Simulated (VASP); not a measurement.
# WC (CsCl type) (Pm-3m) in VASP: notebook

WC (CsCl type) is run at these levels: PBE; tasks: single point, relaxation of cell and atoms.

Everything below comes from runs of VASP 6.6.1. Logs are shortened: lines on timing, memory, paths and dates and some standing lists are left out, and cuts for length are marked.

## (1) The cell of the first run

The structure is cubic, space group Pm-3m (No. 221). The conventional cell has a = 2.322 Å, b = 2.322 Å, c = 2.322 Å, α = 90.00°, β = 90.00°, γ = 90.00°. Within 2.7 Å of W (site symmetry m-3m) lie 8 C at 2.01 Å and 6 W at 2.32 Å. C (site symmetry m-3m) has 8 W at 2.01 Å and 6 C at 2.32 Å within 2.7 Å.

## (2) Single point, PBE

The input, INCAR:

```
  PREC = Accurate
  ENCUT = 520
  EDIFF = 1E-6
  ISMEAR = -1
  SIGMA = 0.1
  LREAL = False
  LASPH = True
  NELM = 80
  ALGO = Normal
  ISIF = 2
  LWAVE = False
  LCHARG = False
  GGA = PE
  NBANDS = 16
```

The input, KPOINTS:

```
regular mesh
0
Gamma
  16 16 16
```

The input, POSCAR:

```
WC
1.0
    2.3217171395      0.0000000000      0.0000000000
    0.0000000000      2.3217171395      0.0000000000
    0.0000000000      0.0000000000      2.3217171395
W C
1 1
Direct
    0.0000000000      0.0000000000      0.0000000000
    0.5000000000      0.5000000000      0.5000000000
```

Potentials or basis: VASP PAW PBE potentials, release 64 (W_sv, C).

Command:

```
$ cat potpaw_PBE.64/W_sv/POTCAR potpaw_PBE.64/C/POTCAR > POTCAR
$ mpirun -np 1 vasp_std > vasp.out
```

OUTCAR:

```text
PREC = Accurate
   ENCUT = 520
   EDIFF = 1E-6
   ISMEAR = -1
   LREAL = False
   LASPH = True
   NELM = 80
   ISIF = 2
   GGA = PE

 ion  position               nearest neighbor table
   1  0.000  0.000  0.000-   2 2.01   2 2.01   2 2.01   2 2.01   2 2.01   2 2.01   2 2.01   2 2.01

   2  0.500  0.500  0.500-   1 2.01   1 2.01   1 2.01   1 2.01   1 2.01   1 2.01   1 2.01   1 2.01

  LATTYP: Found a simple cubic cell.
 ALAT       =     2.3217171395

  Lattice vectors:

 A1 = (   2.3217171395,   0.0000000000,   0.0000000000)
 A2 = (   0.0000000000,   2.3217171395,   0.0000000000)
 A3 = (   0.0000000000,   0.0000000000,   2.3217171395)

Analysis of symmetry for initial positions (statically):
=====================================================================
 Subroutine PRICEL returns:
 Original cell was already a primitive cell.

 Routine SETGRP: Setting up the symmetry group for a
 simple cubic supercell.

 Subroutine GETGRP returns: Found 48 space group operations
 (whereof 48 operations were pure point group operations)
 out of a pool of 48 trial point group operations.

The static configuration has the point symmetry O_h .

Analysis of symmetry for dynamics (positions and initial velocities):
=====================================================================
 Subroutine PRICEL returns:
 Original cell was already a primitive cell.

 Routine SETGRP: Setting up the symmetry group for a
 simple cubic supercell.

 Subroutine GETGRP returns: Found 48 space group operations
 (whereof 48 operations were pure point group operations)
 out of a pool of 48 trial point group operations.

The dynamic configuration has the point symmetry O_h .

 Subroutine INISYM returns: Found 48 space group operations
 (whereof 48 operations are pure point group operations),
 and found     1 'primitive' translations

----------------------------------------------------------------------------------------

                                     Primitive cell

  volume of cell :      12.5149

  direct lattice vectors                    reciprocal lattice vectors
     2.321717140  0.000000000  0.000000000     0.430715690  0.000000000  0.000000000
     0.000000000  2.321717140  0.000000000     0.000000000  0.430715690  0.000000000
     0.000000000  0.000000000  2.321717140     0.000000000  0.000000000  0.430715690

  length of vectors
[... 81 lines left out ...]
   NELM   =     80;   NELMIN=  2; NELMDL= -5     # of ELM steps
   EDIFF  = 0.1E-05   stopping-criterion for ELM
   LREAL  =      F    real-space projection
   EDIFFG = 0.1E-04   stopping-criterion for IOM
   NSW    =      0    number of steps for IOM
   IBRION =     -1    ionic relax: 0-MD 1-quasi-New 2-CG
   NFREE  =      0    steps in history (QN), initial steepest desc. (CG)
   ISIF   =      2    stress and relaxation
   ISYM   =      2    0-nonsym 1-usesym 2-fastsym
   POTIM  = 0.5000    time-step for ionic-motion
   TEBEG  =    0.0;   TEEND  =   0.0 temperature during run
   PSTRESS=    0.0 pullay stress
   NELECT =      18.0000    total number of electrons
   NUPDOWN=      -1.0000    fix difference up-down
   EMIN   =  10.00;   EMAX   =-10.00  energy-range for DOS
   EFERMI =   0.00;   METHOD = LEGACY
   ISMEAR =    -1;   SIGMA  =   0.10  broadening in eV -4-tet -1-fermi 0-gaus
   EFERMI_NEDOS =   21; number of points for ismear=-14 and -15
   IALGO  =     38    algorithm
   IMIX   =      4    mixing-type and parameters
     AMIX     =   0.40;   BMIX     =  1.00
     AMIX_MAG =   1.60;   BMIX_MAG =  1.00
  volume/ion in A,a.u.               =       6.26        42.23
  Fermi-wavevector in a.u.,A,eV,Ry     =   1.847948  3.492115 46.462684  3.414911
  Thomas-Fermi vector in A             =   2.898670
   LORBIT       =      0    0 simple, 1 ext, 2 COOP (PROOUT), +10 PAW based schemes
   GGA     = PE    functional components
   LHFCALC =     F    Hartree Fock is set to
   AEXX    =    0.0000 exact exchange contribution
   IVDW    =     0    specifies the selected vdW correction
   LEPSILON=     F    determine dielectric tensor
   LRPA    =     F    only Hartree local field effects (RPA)
 non-spin polarized calculation
  energy-cutoff  :      520.00
  volume of cell :       12.51
 maximum number of plane-waves:       356
 NGX is ok and might be reduce to    18
   NGX =  9   NGY =  9   NGZ =  9

 number of electron      18.0000003 magnetization

 Free energy of the ion-electron system (eV)
  ---------------------------------------------------
  ext. energy  EPLUGINS =         0.00000000
  ---------------------------------------------------
  free energy    TOTEN  =       -12.70822541 eV

  energy without entropy =      -12.69078366  energy(sigma->0) =      -12.69950453

 E-fermi :  21.1191     XC(G=0): -16.9413

 val. band max:       21.1080121542   @ k =   0.3125   0.1875   0.1875
 cond. band min:      21.1649241458   @ k =   0.5000   0.5000   0.2500
 fundamental gap:      0.0569119915
 Fermi energy:        21.1190536118

 k-point     1 :       0.0000    0.0000    0.0000
  band No.  band energies     occupation
      1     -54.1474      2.00000
      2     -17.0220      2.00000
      3     -17.0220      2.00000
      4     -17.0220      2.00000
      5       1.4714      2.00000
      6      11.7281      2.00000
[... 433 lines left out ...]
      3     -17.2021      2.00000
      4     -16.4649      2.00000
      5       8.1766      2.00000
      6       8.6554      2.00000
[... 8 lines left out ...]
     15      39.0610      0.00000
     16      39.5833      0.00000

 [... further k-points ...]

------------------------ aborting loop because EDIFF is reached ----------------------------------------

  FORCE on cell =-STRESS in cart. coord.  units (eV):
  Direction    XX          YY          ZZ          XY          YZ          ZX
  --------------------------------------------------------------------------------------
  -------------------------------------------------------------------------------------
  Total       38.6325866     38.6325866     38.6325866      0.0000000      0.0000000     -0.0000000
  in kB     4945.7988185   4945.7988185   4945.7988185      0.0000000      0.0000000     -0.0000000
  external PRESSURE =    4945.7988185 kB  Pullay stress =       0.0000000 kB

 VOLUME and BASIS-vectors are now :
 -----------------------------------------------------------------------------
  energy-cutoff  :      520.00
  volume of cell :       12.51
      direct lattice vectors                 reciprocal lattice vectors
     2.321717140  0.000000000  0.000000000     0.430715690  0.000000000  0.000000000
     0.000000000  2.321717140  0.000000000     0.000000000  0.430715690  0.000000000
     0.000000000  0.000000000  2.321717140     0.000000000  0.000000000  0.430715690

 POSITION                                       TOTAL-FORCE (eV/Angst)
 -----------------------------------------------------------------------------------
      0.00000      0.00000      0.00000         0.000000      0.000000      0.000000
      1.16086      1.16086      1.16086         0.000000      0.000000      0.000000
 -----------------------------------------------------------------------------------
    total drift:                                0.000000     -0.000000     -0.000000

  FREE ENERGIE OF THE ION-ELECTRON SYSTEM (eV)
  ---------------------------------------------------
  free  energy   TOTEN  =       -12.7082254073 eV

  energy  without entropy=      -12.6907836577  energy(sigma->0) =      -12.69950453
```

OSZICAR:

```text
N       E                     dE             d eps       ncg     rms          rms(c)
DAV:   1     0.112630354116E+03    0.11263E+03   -0.93639E+03  5344   0.135E+03
DAV:   2    -0.139082890082E+02   -0.12654E+03   -0.12156E+03  6232   0.351E+02
DAV:   3    -0.161555551881E+02   -0.22473E+01   -0.22429E+01  5864   0.448E+01
DAV:   4    -0.161608197316E+02   -0.52645E-02   -0.52644E-02  6504   0.237E+00
DAV:   5    -0.161608364825E+02   -0.16751E-04   -0.16750E-04  5880   0.125E-01    0.764E+01
DAV:   6    -0.128637214242E+02    0.32971E+01   -0.46930E+00  6216   0.258E+01    0.302E+01
DAV:   7    -0.127412674900E+02    0.12245E+00   -0.32751E-01  5752   0.467E+00    0.139E+01
DAV:   8    -0.127115084694E+02    0.29759E-01   -0.27727E-02  5720   0.202E+00    0.243E+00
DAV:   9    -0.127083020434E+02    0.32064E-02   -0.56768E-03  5752   0.938E-01    0.318E-01
DAV:  10    -0.127082285791E+02    0.73464E-04   -0.40204E-04  5584   0.165E-01    0.466E-02
DAV:  11    -0.127082263988E+02    0.21803E-05   -0.23904E-05  6056   0.576E-02    0.479E-02
DAV:  12    -0.127082254073E+02    0.99149E-06   -0.29992E-06  5776   0.133E-02
   1 F= -.12708225E+02 E0= -.12699505E+02  d E =-.174417E-01
```

Run time: 18 s. Hardware: 1 thread of AMD EPYC 9R45 (Zen 5), shared host; peak memory 0.12 GiB.

What came out:

```yaml
Free_energy: -12.7082 eV
Pressure: 494.6 GPa
Band_gap_on_the_k_mesh: zero (band 9 reaches 32.74 eV, above the bottom of band 10 at 18.48 eV)
```

Caveat: spin-orbit coupling is left out, which moves the levels of the heavy elements.

## (3) Single point, PBE

The input, INCAR:

```
SYSTEM = WC
ALGO     = Normal         ! electronic algorithm
EDIFF    = 1E-6           ! SCF threshold, eV
ENCUT    = 520            ! plane-wave cutoff, eV
GGA      = PE             ! functional
ISIF     = 2              ! what is computed and relaxed
ISMEAR   = -1             ! smearing method
LASPH    = .True.         ! aspherical terms in the spheres
LCHARG   = .True.         ! write CHGCAR
LELF     = .True.         ! ELF
LREAL    = .False.        ! projectors in reciprocal space
LVHAR    = .True.       
LWAVE    = .False.        ! write WAVECAR
NBANDS   = 16             ! bands
NELM     = 100            ! most SCF steps
PREC     = Accurate       ! precision mode
SIGMA    = 0.1            ! smearing width, eV
```

The input, KPOINTS:

```
k-points
0
Gamma
  16 16 16
  0 0 0
```

The input, POSCAR:

```
WC
1.0
    2.3208791399      0.0000000000      0.0000000000
    0.0000000000      2.3208791399      0.0000000000
    0.0000000000      0.0000000000      2.3208791399
W C
1 1
Direct
    0.0000000000      0.0000000000      0.0000000000
    0.5000000000      0.5000000000      0.5000000000
```

Potentials or basis: VASP PAW PBE potentials, release 64 (W_sv, C).

Command:

```
$ cat potpaw_PBE.64/W_sv/POTCAR potpaw_PBE.64/C/POTCAR > POTCAR
$ mpirun -np 1 vasp_std > vasp.out
```

Run time: 18 s. Hardware: 1 thread of AMD EPYC 9R45 (Zen 5), shared host; peak memory 0.11 GiB.

It converged, with:

* Free energy: -12.6663 eV
* Pressure: 496.8 GPa
* Band gap on the k mesh: zero (band 9 reaches 32.78 eV, above the bottom of band 10 at 18.50 eV)

Levels at points of the mesh, in eV from the Fermi level:
| k point | band 5 | band 6 | band 7 | band 8 | band 9 | band 10 | band 11 | band 12 | band 13 | band 14 |
| --- | --- | --- | --- | --- | --- | --- | --- | --- | --- | --- |
| (0.00, 0.00, 0.00) | -19.66 | -9.40 | -9.40 | 0.08 | 0.08 | 0.08 | 5.39 | 5.39 | 5.39 | 17.24 |
| (0.50, 0.00, 0.00) | -13.37 | -11.85 | -7.25 | -6.13 | -6.13 | 6.61 | 8.17 | 8.48 | 11.74 | 11.74 |
| (0.50, 0.50, 0.00) | -17.65 | -6.14 | -5.45 | -5.45 | -0.53 | -0.53 | 0.71 | 8.21 | 11.00 | 19.55 |
| (0.50, 0.50, 0.50) | -14.26 | -14.26 | -14.26 | -9.06 | 11.64 | 11.64 | 14.36 | 14.36 | 14.36 | 14.59 |

Caveat: spin-orbit coupling is left out, which moves the levels of the heavy elements.

## (4) Relaxation of cell and atoms, PBE, target pressure 480 GPa, at which the enthalpy is minimised

The input, INCAR:

```
SYSTEM = WC
ALGO = Normal
EDIFF = 1E-7
EDIFFG = -0.005
ENCUT = 600
GGA = PE
IBRION = 2
ISIF = 3
ISMEAR = -1
LASPH = .True.
LCHARG = .False.
LREAL = .False.
LWAVE = .False.
NELM = 80
NSW = 32
PREC = Accurate
PSTRESS = 4800.0
SIGMA = 0.1
```

KPOINTS is that of step 3.

The input, POSCAR:

```
WC
1.0
    2.3217171395      0.0000000000      0.0000000000
    0.0000000000      2.3217171395      0.0000000000
    0.0000000000      0.0000000000      2.3217171395
W C
1 1
Direct
    0.0000000000      0.0000000000      0.0000000000
    0.5000000000      0.5000000000      0.5000000000
```

Command:

```
$ cat potpaw_PBE.64/W_sv/POTCAR potpaw_PBE.64/C/POTCAR > POTCAR
$ mpirun -np 1 vasp_std > vasp.out
```

Wall time 44 s (1 thread of AMD EPYC 9R45 (Zen 5), shared host); peak memory 0.13 GiB.

It converged, with:

```yaml
Free_energy: -12.9856 eV
Relaxed_volume: 6.30 Å³/atom
Relaxed_cell: a = 2.327 Å, b = 2.327 Å, c = 2.327 Å, α = 90.00°, β = 90.00°, γ = 90.00°
Space_group_after_relaxing_to_0.05_Å: Pm-3m (No. 221)
Energy_change_on_relaxing_the_enthalpy_is_what_falls: -137.3 meV/atom
Ionic_steps: 4
Pressure_after_relaxing: 480.0 GPa
Band_gap_on_the_k_mesh: zero (band 9 reaches 32.48 eV, above the bottom of band 10 at 18.35 eV)
```

The path:
| step | energy change (eV) | largest force (eV/Å) | pressure (GPa) | volume (Å³) |
| --- | --- | --- | --- | --- |
| 1 | 0.0000 | 0.0000 | 494.41 | 12.51 |
| 2 | -2.7336 | 0.0000 | 349.79 | 13.56 |
| 3 | -0.2860 | 0.0000 | 479.41 | 12.61 |
| 4 | -0.2747 | 0.0000 | 479.96 | 12.61 |

Final structure:
```xyz
2
Lattice="2.3273 0.0000 0.0000 0.0000 2.3273 0.0000 0.0000 0.0000 2.3273" Properties=species:S:1:pos:R:3 pbc="T T T"
W     0.0000    0.0000    0.0000
C     1.1636    1.1636    1.1636
```

Levels at points of the mesh, in eV from the Fermi level:
```
           k point  band 5  band 6  band 7  band 8  band 9  band 10  band 11  band 12  band 13
(0.00, 0.00, 0.00)  -19.59   -9.30   -9.30    0.08    0.08     0.08     5.34     5.34     5.34
(0.50, 0.00, 0.00)  -13.30  -11.86   -7.18   -6.06   -6.06     6.55     8.10     8.52    11.64
(0.50, 0.50, 0.00)  -17.53   -6.09   -5.44   -5.44   -0.51    -0.51     0.73     8.11    10.88
(0.50, 0.50, 0.50)  -14.13  -14.13  -14.13   -9.03   11.52    11.52    14.23    14.23    14.23
```

Caveat: the cell is relaxed towards a set pressure, so the enthalpy falls and the energy may rise; spin-orbit coupling is left out, which moves the levels of the heavy elements.

## (5) Relaxation of cell and atoms, PBE, target pressure 480 GPa, at which the enthalpy is minimised

This run uses another cell than the first one, of 6.34 Å³/atom, 1.012 times its volume.

The input, INCAR:

```
PREC = Accurate
ENCUT = 600
EDIFF = 1E-6
ISMEAR = -1
SIGMA = 0.1
LREAL = F
LASPH = T
NELM = 100
ALGO = Normal
ISIF = 3
LWAVE = F
LCHARG = F
GGA = PE
IBRION = 2
NSW = 60
EDIFFG = -0.005
PSTRESS = 4800.0
```

The input, KPOINTS:

```
regular mesh
0
Gamma
  16 16 16
```

The input, POSCAR:

```
WC
1.0
    2.3312796442      0.0000000000      0.0000000000
    0.0000000000      2.3312796442      0.0000000000
    0.0000000000      0.0000000000      2.3312796442
W C
1 1
Direct
    0.0000000000      0.0000000000      0.0000000000
    0.5000000000      0.5000000000      0.5000000000
```

Command:

```
$ cat potpaw_PBE.64/W_sv/POTCAR potpaw_PBE.64/C/POTCAR > POTCAR
$ mpirun -np 1 vasp_std > vasp.out
```

Run time: 37 s. Hardware: 1 thread of AMD EPYC 9R45 (Zen 5), shared host; peak memory 0.14 GiB.

Results (log left out):

```yaml
Free_energy: -12.9860 eV
Relaxed_volume: 6.30 Å³/atom
Relaxed_cell: a = 2.327 Å, b = 2.327 Å, c = 2.327 Å, α = 90.00°, β = 90.00°, γ = 90.00°
Space_group_after_relaxing_to_0.05_Å: Pm-3m (No. 221)
Energy_change_on_relaxing_the_enthalpy_is_what_falls: +96.2 meV/atom
Ionic_steps: 4
Pressure_after_relaxing: 479.9 GPa
Band_gap_on_the_k_mesh: zero (band 9 reaches 32.48 eV, above the bottom of band 10 at 18.35 eV)
```

Step by step:
```
step  energy change (eV)  largest force (eV/Å)  pressure (GPa)  volume (Å³)
   1              0.0000                0.0000          469.80        12.67
   2              2.4001                0.0000          595.73        11.95
   3              0.1881                0.0000          479.76        12.61
   4              0.1925                0.0000          479.93        12.61
```

Final structure:
```cif
data_structure
_symmetry_space_group_name_H-M 'P 1'
_symmetry_Int_Tables_number 1
_cell_length_a 2.3273
_cell_length_b 2.3273
_cell_length_c 2.3273
_cell_angle_alpha 90.000
_cell_angle_beta 90.000
_cell_angle_gamma 90.000
_cell_volume 12.61
loop_
_atom_site_label
_atom_site_type_symbol
_atom_site_fract_x
_atom_site_fract_y
_atom_site_fract_z
_atom_site_occupancy
W1 W 0.00000 0.00000 0.00000 1
C1 C 0.50000 0.50000 0.50000 1
```

Levels at points of the mesh, in eV from the Fermi level:
```tsv
k point	band 7	band 8	band 9	band 10	band 11	band 12
(0.00, 0.00, 0.00)	-9.30	0.08	0.08	0.08	5.34	5.34
(0.50, 0.00, 0.00)	-7.18	-6.06	-6.06	6.55	8.10	8.52
(0.50, 0.50, 0.00)	-5.44	-5.44	-0.51	-0.51	0.73	8.11
(0.50, 0.50, 0.50)	-14.13	-9.03	11.52	11.52	14.23	14.23
```

Caveat: the cell is relaxed towards a set pressure, so the enthalpy falls and the energy may rise; spin-orbit coupling is left out, which moves the levels of the heavy elements.

## (6) The runs side by side

| task | cell | cutoff (eV) | gap on the mesh (eV) | pressure (GPa) |
| --- | --- | --- | --- | --- |
| single point | a = 2.322 Å, 2 atoms | 520 | none | 494.6 |
| single point | a = 2.321 Å, 2 atoms | 520 | none | 496.8 |
| relaxation of cell and atoms | relaxed to 480 GPa from a = 2.322 Å, 2 atoms | 600 | none | 480.0 |
| relaxation of cell and atoms | relaxed to 480 GPa from a = 2.331 Å, 2 atoms | 600 | none | 479.9 |

Alike in all rows: level PBE; potentials or basis VASP PAW PBE potentials, release 64 (W_sv, C); no spin polarisation; k mesh 16 × 16 × 16; smearing fermi-dirac 0.1 eV.

Caveats: spin-orbit coupling is left out, which moves the levels of the heavy elements; the cell is relaxed towards a set pressure, so the enthalpy falls and the energy may rise (some runs).

Absolute energies hang on the potentials; compare differences alone.
